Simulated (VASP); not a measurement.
ZnAuC4N4:

```
CELL_PARAMETERS angstrom
5.88262 0.00000 0.00000
0.00000 5.88262 0.00000
0.00000 0.00000 5.88262
ATOMIC_POSITIONS crystal
Zn 0.50000 0.50000 0.50000
C 0.18814 0.18814 0.18814
C 0.18814 0.81186 0.81186
C 0.81186 0.18814 0.81186
C 0.81186 0.81186 0.18814
Au 0.00000 0.00000 0.00000
N 0.30297 0.30297 0.30297
N 0.30297 0.69703 0.69703
N 0.69703 0.30297 0.69703
N 0.69703 0.69703 0.30297
```

```yaml
Program: VASP 6.6.1
Task: relaxation of cell and atoms
Functional: PBE
Potentials_or_basis: VASP PAW PBE potentials, release 64 (Zn, C, Au, N)
Cutoff: 600 eV
k_mesh: 4 × 4 × 4
Occupations: gaussian, width 0.1 eV
Spin: no spin polarisation
```

At the start: pressure 5.3 GPa; volume 20.36 Å³/atom.

Problem. Where does the relaxation end?

Solution. Over 25 steps the energy falls by 89.4 meV/atom and the volume is 21.91 Å³/atom (+7.6 %); space group P-43m (No. 215, to 0.1 Å) before and after.

The path:
```csv
step,energy change (eV),largest force (eV/Å),pressure (GPa),volume (Å³)
1,0.0000,2.5237,5.35,203.57
2,-0.3325,6.2266,4.47,224.26
3,-0.5715,3.8297,4.13,215.52
4,-0.8352,0.8114,-1.43,224.08
5,-0.8370,0.5813,-1.05,223.40
6,-0.8484,0.4009,-1.00,223.62
7,-0.8670,0.3988,-0.80,224.27
8,-0.8681,0.4753,-0.75,224.47
9,-0.8755,0.2752,-1.28,224.00
10,-0.8757,0.1958,-1.21,224.07
11,-0.8844,0.0420,-0.73,222.52
12,-0.8864,0.2101,-0.40,221.45
13,-0.8885,0.2036,-0.49,220.70
14,-0.8886,0.2679,-0.49,220.51
15,-0.8898,0.2196,-0.37,220.04
16,-0.8912,0.1349,-0.11,219.16
17,-0.8901,0.1812,0.43,217.40
18,-0.8914,0.0869,0.05,218.65
19,-0.8917,0.0756,0.04,218.68
20,-0.8923,0.0787,0.05,218.75
21,-0.8932,0.0903,0.03,218.91
22,-0.8932,0.1489,0.05,219.22
23,-0.8935,0.0976,0.06,219.06
24,-0.8936,0.0403,-0.08,219.14
25,-0.8936,0.0049,-0.04,219.11
```

Final structure:
```yaml
crystal:
  lattice:
    - [6.02867, 0.00000, 0.00000]
    - [0.00000, 6.02867, 0.00000]
    - [0.00000, 0.00000, 6.02867]
  atoms:
    - { symbol: Zn, position: [0.50000, 0.50000, 0.50000] }
    - { symbol: C, position: [0.19992, 0.19992, 0.19992] }
    - { symbol: C, position: [0.19992, 0.80008, 0.80008] }
    - { symbol: C, position: [0.80008, 0.19992, 0.80008] }
    - { symbol: C, position: [0.80008, 0.80008, 0.19992] }
    - { symbol: Au, position: [0.00000, 0.00000, 0.00000] }
    - { symbol: N, position: [0.31200, 0.31200, 0.31200] }
    - { symbol: N, position: [0.31200, 0.68800, 0.68800] }
    - { symbol: N, position: [0.68800, 0.31200, 0.68800] }
    - { symbol: N, position: [0.68800, 0.68800, 0.31200] }
```

Caveat: an odd number of electrons without spin polarisation forces a metal; a magnetic or distorted state may lie lower.
